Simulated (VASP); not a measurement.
# SiGe (P6_3mc) in VASP: further runs

The runs below take SiGe through single point, with r2SCAN.

All numbers are computed with VASP 6.6.1; they aren't measurements. Logs are shortened: lines on timing, memory, paths and dates and some standing lists are left out, and cuts for length are marked.

## Step 1: The cell of the first run

It takes space group P6_3mc (No. 186, hexagonal). The conventional cell has a = 3.904 Å, b = 3.904 Å, c = 6.451 Å, α = 90.00°, β = 90.00°, γ = 120.00°. Within 2.5 Å of Si (site symmetry 3m) lie 1 Ge at 1.91 Å. Within 2.5 Å of Ge (site symmetry 3m) lie 1 Si at 1.91 Å.

## Step 2: Single point, r2SCAN (all Si atoms moved -0.500 Å, as atom 1 along Cartesian [0 0 1])

POSCAR reads:

```
SiGe
1.0
    3.9044512986      0.0000000000      0.0000000000
   -1.9522256493      3.3813540124      0.0000000000
    0.0000000000      0.0000000000      6.4507830000
Si Ge
2 2
Direct
    0.6666666667      0.3333333333      0.7970970295
    0.3333333333      0.6666666667      0.2970970295
    0.6666666667      0.3333333333      0.5003920000
    0.3333333333      0.6666666667      0.0003920000
```

INCAR.step1 reads:

```
SYSTEM = SiGe
PREC = Accurate ; ENCUT = 520
ISMEAR = 0 ; SIGMA = 0.05
LREAL = .False. ; LASPH = .True.
NELM = 100 ; NBANDS = 26
GGA = PE ; ALGO = Normal
EDIFF = 1E-4 ; LWAVE = .True.
LCHARG = .False.
```

INCAR.step2 reads:

```
SYSTEM = SiGe
PREC = Accurate ; ENCUT = 520
EDIFF = 1E-6 ; ISMEAR = 0
SIGMA = 0.05 ; LREAL = .False.
LASPH = .True. ; NELM = 100
ALGO = Normal ; ISIF = 2
LWAVE = .False. ; LCHARG = .False.
METAGGA = R2SCAN ; LMIXTAU = .True.
NBANDS = 26 ; ISTART = 1
```

KPOINTS reads:

```
regular mesh
0
Gamma
  12 12 4
  0 0 0
```

Potentials or basis: VASP PAW PBE potentials, release 64 (Si, Ge_d).

On the command line:

```bash
$ cat potpaw_PBE.64/Si/POTCAR potpaw_PBE.64/Ge_d/POTCAR > POTCAR
$ cp INCAR.step1 INCAR
$ mpirun -np 1 vasp_std > vasp.out
$ cp INCAR.step2 INCAR
$ mpirun -np 1 vasp_std > vasp.out
```

OUTCAR:

```text
SYSTEM = SiGe
   PREC = Accurate
   ENCUT = 520
   EDIFF = 1E-6
   ISMEAR = 0
   LREAL = .False.
   LASPH = .True.
   NELM = 100
   ISIF = 2
   METAGGA = R2SCAN
   ISTART = 1

 ion  position               nearest neighbor table
   1  0.667  0.333  0.797-   3 1.91   4 2.61   4 2.61   4 2.61
   2  0.333  0.667  0.297-   4 1.91   3 2.61   3 2.61   3 2.61
   3  0.667  0.333  0.500-   1 1.91   2 2.61   2 2.61   2 2.61
   4  0.333  0.667  0.000-   2 1.91   1 2.61   1 2.61   1 2.61

  LATTYP: Found a hexagonal cell.
 ALAT       =     3.9044512986
 C/A-ratio  =     1.6521612146

  Lattice vectors:

 A1 = (   3.9044512986,   0.0000000000,   0.0000000000)
 A2 = (  -1.9522256493,   3.3813540124,   0.0000000000)
 A3 = (   0.0000000000,   0.0000000000,   6.4507830000)

Analysis of symmetry for initial positions (statically):
=====================================================================
 Subroutine PRICEL returns:
 Original cell was already a primitive cell.

 Routine SETGRP: Setting up the symmetry group for a
 hexagonal supercell.

 Subroutine GETGRP returns: Found 12 space group operations
 (whereof  6 operations were pure point group operations)
 out of a pool of 24 trial point group operations.

The static configuration has the point symmetry C_3v.
 The point group associated with its full space group is C_6v.

Analysis of symmetry for dynamics (positions and initial velocities):
=====================================================================
 Subroutine PRICEL returns:
 Original cell was already a primitive cell.

 Routine SETGRP: Setting up the symmetry group for a
 hexagonal supercell.

 Subroutine GETGRP returns: Found 12 space group operations
 (whereof  6 operations were pure point group operations)
 out of a pool of 24 trial point group operations.

The dynamic configuration has the point symmetry C_3v.
 The point group associated with its full space group is C_6v.

 Subroutine INISYM returns: Found 12 space group operations
 (whereof  6 operations are pure point group operations),
 and found     1 'primitive' translations

----------------------------------------------------------------------------------------

                                     Primitive cell

  volume of cell :      85.1654

  direct lattice vectors                    reciprocal lattice vectors
     3.904451299  0.000000000  0.000000000     0.256117934  0.147869758  0.000000000
    -1.952225649  3.381354012  0.000000000     0.000000000  0.295739516  0.000000000
     0.000000000  0.000000000  6.450783000     0.000000000  0.000000000  0.155019941

  length of vectors
[... 90 lines left out ...]
   IBRION =     -1    ionic relax: 0-MD 1-quasi-New 2-CG
   NFREE  =      0    steps in history (QN), initial steepest desc. (CG)
   ISIF   =      2    stress and relaxation
   ISYM   =      2    0-nonsym 1-usesym 2-fastsym
   POTIM  = 0.5000    time-step for ionic-motion
   TEBEG  =    0.0;   TEEND  =   0.0 temperature during run
   PSTRESS=    0.0 pullay stress
   NELECT =      36.0000    total number of electrons
   NUPDOWN=      -1.0000    fix difference up-down
   EMIN   =  10.00;   EMAX   =-10.00  energy-range for DOS
   EFERMI =   0.00;   METHOD = LEGACY
   ISMEAR =     0;   SIGMA  =   0.05  broadening in eV -4-tet -1-fermi 0-gaus
   EFERMI_NEDOS =   21; number of points for ismear=-14 and -15
   IALGO  =     38    algorithm
   IMIX   =      4    mixing-type and parameters
     AMIX     =   0.40;   BMIX     =  1.00
     AMIX_MAG =   1.60;   BMIX_MAG =  1.00
  volume/ion in A,a.u.               =      21.29       143.68
  Fermi-wavevector in a.u.,A,eV,Ry     =   1.228631  2.321775 20.538443  1.509533
  Thomas-Fermi vector in A             =   2.363549
   LORBIT       =      0    0 simple, 1 ext, 2 COOP (PROOUT), +10 PAW based schemes
   METAGGA = R2SCAN    functional components
   LHFCALC =     F    Hartree Fock is set to
   AEXX    =    0.0000 exact exchange contribution
   IVDW    =     0    specifies the selected vdW correction
   LEPSILON=     F    determine dielectric tensor
   LRPA    =     F    only Hartree local field effects (RPA)
 non-spin polarized calculation
 Gauss-broadening in eV      SIGMA  =   0.05
  energy-cutoff  :      520.00
  volume of cell :       85.17
 maximum number of plane-waves:      2316
 NGX is ok and might be reduce to    30
   NGX = 15   NGY = 15   NGZ = 23

 number of electron      35.9999967 magnetization

 Free energy of the ion-electron system (eV)
  ---------------------------------------------------
  ext. energy  EPLUGINS =         0.00000000
  ---------------------------------------------------
  free energy    TOTEN  =       -40.42028338 eV

  energy without entropy =      -40.41812631  energy(sigma->0) =      -40.41920484

 E-fermi :   5.4582     XC(G=0): -10.4048

 val. band max:        5.4398718351   @ k =   0.3333   0.1667   0.0000
 cond. band min:       5.4818356256   @ k =   0.5000   0.0000   0.2500
 fundamental gap:      0.0419637905
 Fermi energy:         5.4581899047

 k-point     1 :       0.0000    0.0000    0.0000
  band No.  band energies     occupation
      1     -20.3810      2.00000
      2     -20.3763      2.00000
      3     -20.2320      2.00000
      4     -20.2320      2.00000
      5     -20.2237      2.00000
      6     -20.2237      2.00000
[... 685 lines left out ...]
     25      12.5903      0.00000
     26      13.5502      0.00000

 [... further k-points ...]

------------------------ aborting loop because EDIFF is reached ----------------------------------------

  FORCE on cell =-STRESS in cart. coord.  units (eV):
  Direction    XX          YY          ZZ          XY          YZ          ZX
  --------------------------------------------------------------------------------------
  -------------------------------------------------------------------------------------
  Total       -3.7369945     -3.7369945     28.9808733      0.0000000      0.0000000     -0.0000000
  in kB      -70.3023694    -70.3023694    545.2039144      0.0000000      0.0000000     -0.0000000
  external PRESSURE =     134.8663919 kB  Pullay stress =       0.0000000 kB

 VOLUME and BASIS-vectors are now :
 -----------------------------------------------------------------------------
  energy-cutoff  :      520.00
  volume of cell :       85.17
      direct lattice vectors                 reciprocal lattice vectors
     3.904451299  0.000000000  0.000000000     0.256117934  0.147869758  0.000000000
    -1.952225649  3.381354012  0.000000000     0.000000000  0.295739516  0.000000000
     0.000000000  0.000000000  6.450783000     0.000000000  0.000000000  0.155019941

 POSITION                                       TOTAL-FORCE (eV/Angst)
 -----------------------------------------------------------------------------------
      1.95223      1.12712      5.14190        -0.000000      0.000000     11.625909
     -0.00000      2.25424      1.91651         0.000000      0.000000     11.625909
      1.95223      1.12712      3.22792        -0.000000     -0.000000    -11.625909
     -0.00000      2.25424      0.00253         0.000000      0.000000    -11.625909
 -----------------------------------------------------------------------------------
    total drift:                               -0.000000     -0.000000      0.008582

  FREE ENERGIE OF THE ION-ELECTRON SYSTEM (eV)
  ---------------------------------------------------
  free  energy   TOTEN  =       -40.4202833796 eV

  energy  without entropy=      -40.4181263096  energy(sigma->0) =      -40.41920484
```

OUTCAR.step1:

```text
SYSTEM = SiGe
   PREC = Accurate
   ENCUT = 520
   ISMEAR = 0
   LREAL = .False.
   LASPH = .True.
   NELM = 100
[... 927 lines left out ...]
     -0.00000      2.25424      1.91651        -0.000000      0.000000     11.381696
      1.95223      1.12712      3.22792        -0.000000      0.000000    -11.381696
     -0.00000      2.25424      0.00253         0.000000     -0.000000    -11.381696
 -----------------------------------------------------------------------------------
    total drift:                                0.000000      0.000000     -0.003976

  FREE ENERGIE OF THE ION-ELECTRON SYSTEM (eV)
  ---------------------------------------------------
  free  energy   TOTEN  =       -15.0824637823 eV

  energy  without entropy=      -15.0806293078  energy(sigma->0) =      -15.08154655
```

OSZICAR.step1:

```text
N       E                     dE             d eps       ncg     rms          rms(c)
DAV:   1     0.272329032765E+03    0.27233E+03   -0.17717E+04  3474   0.297E+03
DAV:   2     0.277799579480E+02   -0.24455E+03   -0.23636E+03  2988   0.640E+02
DAV:   3    -0.137158883984E+02   -0.41496E+02   -0.40987E+02  3598   0.154E+02
DAV:   4    -0.154735780851E+02   -0.17577E+01   -0.17538E+01  3546   0.360E+01
DAV:   5    -0.155108619180E+02   -0.37284E-01   -0.37271E-01  3674   0.572E+00    0.668E+00
DAV:   6    -0.151953848942E+02    0.31548E+00   -0.21686E-01  3470   0.291E+00    0.386E+00
DAV:   7    -0.150831325962E+02    0.11225E+00   -0.41609E-01  3776   0.344E+00    0.507E-01
DAV:   8    -0.150816117930E+02    0.15208E-02   -0.62498E-02  3386   0.154E+00    0.363E-01
DAV:   9    -0.150825048911E+02   -0.89310E-03   -0.37053E-03  3608   0.509E-01    0.155E-01
DAV:  10    -0.150824637823E+02    0.41109E-04   -0.89912E-04  3272   0.227E-01
   1 F= -.15082464E+02 E0= -.15081547E+02  d E =-.183447E-02
```

It took 2.9 min on 1 thread of Intel Xeon 6975P-C (Granite Rapids), shared host; peak memory 0.27 GiB.

What came out:

| Property | Result |
| --- | --- |
| Free energy | -40.4203 eV |
| Pressure | 13.5 GPa |
| Largest force | 11.626 eV/Å |
| Band gap on the k mesh | zero (bands 18 and 19 overlap by 1.56 eV) |

Forces on the atoms (eV/Å):
```
Si    0.000   0.000  11.626
Si    0.000   0.000  11.626
Ge    0.000   0.000 -11.626
Ge    0.000   0.000 -11.626
```

Levels at points of the mesh, in eV from the Fermi level:
| k point | band 16 | band 17 | band 18 | band 19 | band 20 | band 21 |
| --- | --- | --- | --- | --- | --- | --- |
| (0.00, 0.00, 0.00) | -1.62 | 0.86 | 0.86 | 1.60 | 1.60 | 1.66 |
| (0.50, 0.00, 0.00) | -4.40 | -3.15 | -0.12 | 1.15 | 1.16 | 1.30 |
| (0.00, 0.00, 0.50) | -0.84 | -0.84 | -0.84 | 2.69 | 2.69 | 3.56 |
| (0.50, 0.00, 0.50) | -3.35 | -2.25 | -2.25 | 0.06 | 0.06 | 2.97 |

Caveat: the cell differs from its parent crystal (all Si atoms moved -0.500 Å, as atom 1 along Cartesian [0 0 1]); the cell stands under pressure; the PAW data sets were made with another functional, which shifts forces and pressure a little.

## Step 3: Single point, r2SCAN (all Si atoms moved +0.375 Å, as atom 1 along Cartesian [0 0 1])

POSCAR, as its differences from that of step 2:

```diff
@@ -8,4 +8,4 @@
 Direct
-    0.6666666667      0.3333333333      0.7970970295
-    0.3333333333      0.6666666667      0.2970970295
+    0.6666666667      0.3333333333      0.9327394779
+    0.3333333333      0.6666666667      0.4327394779
     0.6666666667      0.3333333333      0.5003920000
```

INCAR.step1 reads:

```
ALGO = Normal ; EDIFF = 1E-4
ENCUT = 520 ; GGA = PE
ISMEAR = 0 ; LASPH = T
LCHARG = F ; LREAL = F
LWAVE = T ; NBANDS = 26
NELM = 100 ; PREC = Accurate
SIGMA = 0.05
```

INCAR.step2 reads:

```
ALGO = Normal ; EDIFF = 1E-7
ENCUT = 520 ; ISIF = 2
ISMEAR = 0 ; ISTART = 1
LASPH = T ; LCHARG = T
LELF = T ; LMIXTAU = T
LREAL = F ; LVHAR = T
LWAVE = F ; METAGGA = R2SCAN
NBANDS = 26 ; NELM = 100
PREC = Accurate ; SIGMA = 0.05
```

KPOINTS reads:

```
k-points
0
Gamma
  12 12 4
```

Potentials or basis: VASP PAW PBE potentials, release 64 (Si, Ge_d).

On the command line:

```bash
$ cat potpaw_PBE.64/Si/POTCAR potpaw_PBE.64/Ge_d/POTCAR > POTCAR
$ cp INCAR.step1 INCAR
$ mpirun -np 1 vasp_std > vasp.out
$ cp INCAR.step2 INCAR
$ mpirun -np 1 vasp_std > vasp.out
```

Wall time 3.1 min (1 thread of Intel Xeon 6975P-C (Granite Rapids), shared host); peak memory 0.27 GiB.

It converged, with:

```
Free energy            : -44.0336 eV
Pressure               : 2.8 GPa
Largest force          : 2.209 eV/Å
Band gap on the k mesh : zero (bands 18 and 19 overlap by 1.04 eV)
```

Forces in eV/Å, atoms in the order of the input:
```
Si   0.000  0.000 -2.209
Si   0.000  0.000 -2.209
Ge   0.000  0.000  2.209
Ge   0.000  0.000  2.209
```

Stress tensor (GPa, compression positive):
```
 7.04  0.00  0.00
 0.00  7.04  0.00
 0.00  0.00 -5.68
```

Levels at points of the mesh, in eV from the Fermi level:
```csv
k point,band 15,band 16,band 17,band 18,band 19,band 20,band 21,band 22
"(0.00, 0.00, 0.00)",-2.56,-1.40,-1.40,-0.44,0.88,1.38,1.89,2.01
"(0.50, 0.00, 0.00)",-4.51,-4.20,-2.96,-2.54,-0.30,1.52,2.97,4.54
"(0.00, 0.00, 0.50)",-2.05,-2.05,-2.05,-2.05,0.34,0.34,2.69,2.69
"(0.50, 0.00, 0.50)",-3.67,-3.67,-2.23,-2.23,0.46,0.46,0.93,0.93
```

Caveat: the cell differs from its parent crystal (all Si atoms moved +0.375 Å, as atom 1 along Cartesian [0 0 1]); the PAW data sets were made with another functional, which shifts forces and pressure a little.
